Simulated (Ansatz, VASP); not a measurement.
## One calculation of ZnSe, two programs

INCAR

```
SYSTEM = ZnSe
PREC = Accurate
ENCUT = 520
EDIFF = 1E-6
ISMEAR = 0
SIGMA = 0.05
LREAL = .False.
LASPH = .True.
NELM = 60
ALGO = Normal
ISIF = 2
LWAVE = .False.
LCHARG = .False.
GGA = CA
NBANDS = 26
```

File KPOINTS:

```
regular mesh
0
Gamma
  8 8 6
  0 0 0
```

POSCAR

```
ZnSe
1.0
    4.0820411916      0.0000000000      0.0000000000
    0.0000000000      4.0820411916      0.0000000000
    0.0000000000      0.0000000000      5.3875452035
Zn Se
2 2
Direct
    0.0000000000      0.0000000000      0.0000000000
    0.5000000000      0.5000000000      0.0000000000
    0.0000000000      0.5000000000      0.2797006005
    0.5000000000      0.0000000000      0.7202993995
```

Input for Ansatz:

```yaml
crystal:
  lattice:
    - [4.0820411916, 0.0, 0.0]
    - [0.0, 4.0820411916, 0.0]
    - [0.0, 0.0, 5.3875452035]
  atoms:
    - { symbol: Zn, position: [0.0, 0.0, 0.0] }
    - { symbol: Zn, position: [0.5, 0.5, 0.0] }
    - { symbol: Se, position: [0.0, 0.5, 0.2797006005] }
    - { symbol: Se, position: [0.5, 0.0, 0.7202993995] }
basis:
  ecutwfc: 520.0
kpoints:
  mp_grid: { grid: [8, 8, 6] }
hamiltonian:
  xc: lda
  pseudopotentials: { kind: paw, azcp: { folder: soft_1 } }
scf:
  occupations: { method: gaussian, width: 0.05 }
output:
  forces: true
  stress: true
  eigenvalues: true
```

Change from the starting cell: mode 11 frozen in at +0.000 Å, equal normal strain along x, y and z +0.0250.

Alike in both runs: task single point; functional LDA; k mesh 8 × 8 × 6; occupations gaussian, width 0.05 eV; no spin polarisation.

|  | VASP | Ansatz |
| --- | --- | --- |
| version | VASP 6.6.1 | Ansatz 0.2.0 |
| potentials or method | VASP PAW LDA potentials, release 64 (Zn, Se), cutoff 520 eV | scalar-relativistic, plane waves, PAW |
| valence electrons in the cell | 36 | 56 |

```csv
,VASP,Ansatz,Ansatz less VASP
gap on the k mesh at the Fermi level (eV),1.43,1.41,-0.022
least direct gap on the mesh (eV),1.43,1.41,-0.022
pressure (GPa),-4.3,-4.6,-0.29
"traceless stress, the component that is largest in VASP (GPa)",0.17,0.19,+0.019
rms of the force components (eV/Å),0.257,0.278,+0.0213
```

Ansatz warns that its potentials were made for another functional, while VASP's fit it. LDA's correlation is that of Perdew and Zunger in VASP and of Perdew and Wang (1992) in Ansatz. Atom by atom the forces differ by 0.021 eV/Å (rms over components). VASP's potentials hold 36 valence electrons a cell and Ansatz's 56, so a difference there can come from the potentials and not from the codes.
